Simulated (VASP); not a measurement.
# Si (Fd-3m) in VASP: single point with PBEsol

Aim: the single point of Si with PBEsol.

Program: VASP 6.6.1. These are calculated values, not measurements. Logs are shortened: lines on timing, memory, paths and dates and some standing lists are left out, and cuts for length are marked.

## 1. The cell of the first run

It takes space group Fd-3m (No. 227, cubic). Conventional cell: a = 5.431 Å, b = 5.431 Å, c = 5.431 Å, α = 90.00°, β = 90.00°, γ = 90.00°. Within 3.1 Å of Si (site symmetry -43m) lie 4 Si at 2.35 Å.

## 2. Single point, PBEsol

INCAR reads:

```
SYSTEM = Si
PREC = Accurate ; ENCUT = 500
EDIFF = 1E-6 ; ISMEAR = 0
SIGMA = 0.01 ; LREAL = .FALSE.
LASPH = .TRUE. ; NELM = 120
ALGO = Normal ; ISIF = 2
LWAVE = .FALSE. ; LCHARG = .FALSE.
GGA = PS ; NBANDS = 11
GGA_COMPAT = .FALSE.
```

KPOINTS reads:

```
Automatic mesh
0
G
  10 10 10
  0 0 0
```

POSCAR reads:

```
Si
1.0
    0.0000000000      2.7155000000      2.7155000000
    2.7155000000      0.0000000000      2.7155000000
    2.7155000000      2.7155000000      0.0000000000
Si
2
Direct
    0.0000000000      0.0000000000      0.0000000000
    0.2500000000      0.2500000000      0.2500000000
```

Potentials or basis: VASP PAW PBE potentials, release 64 (Si).

Launch:

```bash
cat potpaw_PBE.64/Si/POTCAR > POTCAR
mpirun -np 1 vasp_std > vasp.out
```

OUTCAR:

```text
SYSTEM = Si
   PREC = Accurate
   ENCUT = 500
   EDIFF = 1E-6
   ISMEAR = 0
   LREAL = .FALSE.
   LASPH = .TRUE.
   NELM = 120
   ISIF = 2
   GGA = PS

 ion  position               nearest neighbor table
   1  0.000  0.000  0.000-   2 2.35   2 2.35   2 2.35   2 2.35
   2  0.250  0.250  0.250-   1 2.35   1 2.35   1 2.35   1 2.35

  LATTYP: Found a face centered cubic cell.
 ALAT       =     5.4310000000

  Lattice vectors:

 A1 = (   0.0000000000,   2.7155000000,   2.7155000000)
 A2 = (   2.7155000000,   0.0000000000,   2.7155000000)
 A3 = (   2.7155000000,   2.7155000000,   0.0000000000)

Analysis of symmetry for initial positions (statically):
=====================================================================
 Subroutine PRICEL returns:
 Original cell was already a primitive cell.

 Routine SETGRP: Setting up the symmetry group for a
 face centered cubic supercell.

 Subroutine GETGRP returns: Found 48 space group operations
 (whereof 24 operations were pure point group operations)
 out of a pool of 48 trial point group operations.

The static configuration has the point symmetry T_d .
 The point group associated with its full space group is O_h .

Analysis of symmetry for dynamics (positions and initial velocities):
=====================================================================
 Subroutine PRICEL returns:
 Original cell was already a primitive cell.

 Routine SETGRP: Setting up the symmetry group for a
 face centered cubic supercell.

 Subroutine GETGRP returns: Found 48 space group operations
 (whereof 24 operations were pure point group operations)
 out of a pool of 48 trial point group operations.

The dynamic configuration has the point symmetry T_d .
 The point group associated with its full space group is O_h .

 Subroutine INISYM returns: Found 48 space group operations
 (whereof 24 operations are pure point group operations),
 and found     1 'primitive' translations

----------------------------------------------------------------------------------------

                                     Primitive cell

  volume of cell :      40.0479

  direct lattice vectors                    reciprocal lattice vectors
     0.000000000  2.715500000  2.715500000    -0.184128153  0.184128153  0.184128153
     2.715500000  0.000000000  2.715500000     0.184128153 -0.184128153  0.184128153
     2.715500000  2.715500000  0.000000000     0.184128153  0.184128153 -0.184128153

  length of vectors
     3.840296929  3.840296929  3.840296929     0.318919316  0.318919316  0.318919316

[... 88 lines left out ...]
   POTIM  = 0.5000    time-step for ionic-motion
   TEBEG  =    0.0;   TEEND  =   0.0 temperature during run
   PSTRESS=    0.0 pullay stress
   NELECT =       8.0000    total number of electrons
   NUPDOWN=      -1.0000    fix difference up-down
   EMIN   =  10.00;   EMAX   =-10.00  energy-range for DOS
   EFERMI =   0.00;   METHOD = LEGACY
   ISMEAR =     0;   SIGMA  =   0.01  broadening in eV -4-tet -1-fermi 0-gaus
   EFERMI_NEDOS =   21; number of points for ismear=-14 and -15
   IALGO  =     38    algorithm
   IMIX   =      4    mixing-type and parameters
     AMIX     =   0.40;   BMIX     =  1.00
     AMIX_MAG =   1.60;   BMIX_MAG =  1.00
  volume/ion in A,a.u.               =      20.02       135.13
  Fermi-wavevector in a.u.,A,eV,Ry     =   0.956999  1.808467 12.460868  0.915848
  Thomas-Fermi vector in A             =   2.085978
   LORBIT       =      0    0 simple, 1 ext, 2 COOP (PROOUT), +10 PAW based schemes
   GGA     = PS    functional components
   LHFCALC =     F    Hartree Fock is set to
   AEXX    =    0.0000 exact exchange contribution
   IVDW    =     0    specifies the selected vdW correction
   LEPSILON=     F    determine dielectric tensor
   LRPA    =     F    only Hartree local field effects (RPA)
 non-spin polarized calculation
 Gauss-broadening in eV      SIGMA  =   0.01
  energy-cutoff  :      500.00
  volume of cell :       40.05
 maximum number of plane-waves:      1034
   NGX = 13   NGY = 13   NGZ = 13

 number of electron       8.0000001 magnetization

 Free energy of the ion-electron system (eV)
  ---------------------------------------------------
  ext. energy  EPLUGINS =         0.00000000
  ---------------------------------------------------
  free energy    TOTEN  =       -11.49257096 eV

  energy without entropy =      -11.49257096  energy(sigma->0) =      -11.49257096

 E-fermi :   5.8732     XC(G=0):  -9.5530

 val. band max:        5.7884101489   @ k =   0.0000   0.0000   0.0000
 cond. band min:       6.2552128527   @ k =   0.4000   0.4000   0.0000
 fundamental gap:      0.4668027038
 Fermi energy:         5.8731519780

 k-point     1 :       0.0000    0.0000    0.0000
  band No.  band energies     occupation
      1      -6.2009      2.00000
      2       5.7884      2.00000
      3       5.7884      2.00000
      4       5.7884      2.00000
      5       8.3057      0.00000
      6       8.3057      0.00000
      7       8.3057      0.00000
      8       9.1107      0.00000
      9      13.4767      0.00000
     10      13.4767      0.00000
     11      13.4981      0.00000
[... 309 lines left out ...]
 k-point    24 :       0.4000    0.3000    0.0000
  band No.  band energies     occupation
      1      -4.0300      2.00000
      2       0.3620      2.00000
      3       2.8983      2.00000
      4       3.3339      2.00000
      5       6.7344      0.00000
      6       7.9221      0.00000
      7      12.6995      0.00000
      8      12.8173      0.00000
      9      16.2282      0.00000
     10      16.5071      0.00000
     11      17.8318      0.00000

 [... further k-points ...]

------------------------ aborting loop because EDIFF is reached ----------------------------------------

  FORCE on cell =-STRESS in cart. coord.  units (eV):
  Direction    XX          YY          ZZ          XY          YZ          ZX
  --------------------------------------------------------------------------------------
  -------------------------------------------------------------------------------------
  Total        0.0618787      0.0618787      0.0618787      0.0000000      0.0000000      0.0000000
  in kB        2.4755517      2.4755517      2.4755517      0.0000000      0.0000000      0.0000000
  external PRESSURE =       2.4755517 kB  Pullay stress =       0.0000000 kB

 VOLUME and BASIS-vectors are now :
 -----------------------------------------------------------------------------
  energy-cutoff  :      500.00
  volume of cell :       40.05
      direct lattice vectors                 reciprocal lattice vectors
     0.000000000  2.715500000  2.715500000    -0.184128153  0.184128153  0.184128153
     2.715500000  0.000000000  2.715500000     0.184128153 -0.184128153  0.184128153
     2.715500000  2.715500000  0.000000000     0.184128153  0.184128153 -0.184128153

 POSITION                                       TOTAL-FORCE (eV/Angst)
 -----------------------------------------------------------------------------------
      0.00000      0.00000      0.00000        -0.000000     -0.000000     -0.000000
      1.35775      1.35775      1.35775         0.000000      0.000000      0.000000
 -----------------------------------------------------------------------------------
    total drift:                                0.000000      0.000000     -0.000000

  FREE ENERGIE OF THE ION-ELECTRON SYSTEM (eV)
  ---------------------------------------------------
  free  energy   TOTEN  =       -11.4925709616 eV

  energy  without entropy=      -11.4925709616  energy(sigma->0) =      -11.49257096
```

stdout:

```text
POSCAR found type information on POSCAR Si
 POSCAR found :  1 types and       2 ions
 scaLAPACK will be used
 -----------------------------------------------------------------------------
|                                                                             |
|                                                                             |
|     You enforced a specific xc type in the INCAR file but a different       |
|     I HOPE YOU KNOW WHAT YOU ARE DOING!                                     |
|                                                                             |
 -----------------------------------------------------------------------------

 LDA part: xc-table for (Slater+PW92), standard interpolation
 POSCAR, INCAR and KPOINTS ok, starting setup
 FFT: planning ... GRIDC
 FFT: planning ... GRID_SOFT
 FFT: planning ... GRID
 WAVECAR not read
 entering main loop
```

It took 11 s on 1 thread of Intel Xeon Platinum 8375C at 2.90GHz (Ice Lake), shared host; peak memory 0.15 GiB.

Results:

```
Free energy            : -11.4926 eV
Pressure               : 0.2 GPa
Band gap on the k mesh : 0.47 eV (least direct gap 2.52 eV)
```

Levels at points of the mesh, in eV from the valence-band top:
```csv
k point,band 1,band 2,band 3,band 4,band 5,band 6,band 7,band 8,band 9
"(0.00, 0.00, 0.00)",-11.99,0.00,0.00,0.00,2.52,2.52,2.52,3.32,7.69
"(0.50, 0.00, 0.00)",-9.64,-7.01,-1.20,-1.20,1.46,3.27,3.27,7.51,10.51
"(0.50, 0.50, 0.00)",-7.83,-7.83,-2.87,-2.87,0.59,0.59,10.06,10.06,10.93
```

Caveat: the PAW data sets were made with another functional, which shifts forces and pressure a little.
